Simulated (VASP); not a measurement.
Set up this calculation in VASP 6.6.1, as the native input.

| Item | Value |
| --- | --- |
| Task | single point |
| Functional | LDA |
| Potentials or basis | VASP PAW LDA potentials, release 64 (Be, Te) |
| Cutoff | 520 eV |
| k mesh | 8 × 8 × 8 |
| Occupations | gaussian, width 0.01 eV |
| Spin | no spin polarisation |
| Dipole correction | no |
| Further INCAR settings | ALGO = Normal; EDIFF = 1e-06; NBANDS = 11 |

The structure of BeTe lies in POSCAR:

```
BeTe
1.0
    2.7259429486      2.7259429486      0.0000000000
   -2.7259429486      2.7259429486      0.0000000000
    0.0000000000      2.7259429486      2.7259429486
Be Te
1 1
Direct
    0.0000000000      0.0000000000      0.0000000000
    0.7500000000      0.2500000000      0.5000000000
```

The input as run:

INCAR

```
PREC = Accurate
ENCUT = 520
EDIFF = 1E-6
ISMEAR = 0
SIGMA = 0.01
LREAL = F
LASPH = T
NELM = 100
ALGO = Normal
ISIF = 2
LWAVE = F
LCHARG = T
GGA = CA
LELF = T
LVHAR = T
NBANDS = 11
```

KPOINTS

```
regular mesh
0
Gamma
  8 8 8
```

Potentials or basis: VASP PAW LDA potentials, release 64 (Be, Te).

Launch:

```sh
$ cat potpaw_LDA.64/Be/POTCAR potpaw_LDA.64/Te/POTCAR > POTCAR
$ mpirun -np 1 vasp_std > vasp.out
```

Results of the run:

```
Pressure               : 4.3 GPa
Band gap on the k mesh : 1.63 eV, indirect (least direct gap 3.49 eV)
```

Caveat: spin-orbit coupling is left out, which moves the levels of the heavy elements.

Run time: 9.4 s on 1 thread of Intel(R) Xeon(R) 6975P-C (Granite Rapids) (shared host), peak memory 0.15 GiB.
